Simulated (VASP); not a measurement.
Here is a VASP 6.6.1 calculation.

File INCAR:

```
SYSTEM = MgH5W
PREC = Accurate
ENCUT = 600
EDIFF = 1E-6
ISMEAR = 0
SIGMA = 0.1
LREAL = .False.
LASPH = .True.
NELM = 60
ALGO = Normal
ISIF = 3
LWAVE = .False.
LCHARG = .False.
GGA = PE
IBRION = 2
NSW = 100
EDIFFG = -0.01
```

Contents of KPOINTS:

```
Automatic mesh
0
Gamma
  14 14 6
  0 0 0
```

POSCAR

```
MgH5W
1.0
    2.8877706471      0.0000000000      0.0000000000
    0.0000000000      2.8877706471      0.0000000000
    0.0000000000      0.0000000000      6.4195481570
Mg H W
1 5 1
Direct
    0.5000000000      0.5000000000      0.0000000000
    0.0000000000      0.5000000000      0.3110253667
    0.0000000000      0.5000000000      0.6889746333
    0.5000000000      0.0000000000      0.3110253667
    0.5000000000      0.0000000000      0.6889746333
    0.0000000000      0.0000000000      0.0000000000
    0.0000000000      0.0000000000      0.5000000000
```

Potentials or basis: VASP PAW PBE potentials, release 64 (Mg, H, W_sv).

Launch:

```bash
$ cat potpaw_PBE.64/Mg/POTCAR potpaw_PBE.64/H/POTCAR potpaw_PBE.64/W_sv/POTCAR > POTCAR
$ mpirun -np 1 vasp_std > vasp.out
```

(1) Predict the relaxed cell.

(2) Predict the relaxed volume.

(3) Predict the space group after relaxing (to 0.05 Å).

Results:

(1) a = 2.890 Å, b = 2.890 Å, c = 6.427 Å, α = 90.00°, β = 90.00°, γ = 90.00°.

(2) 7.67 Å³/atom.

(3) P4/mmm (No. 123).
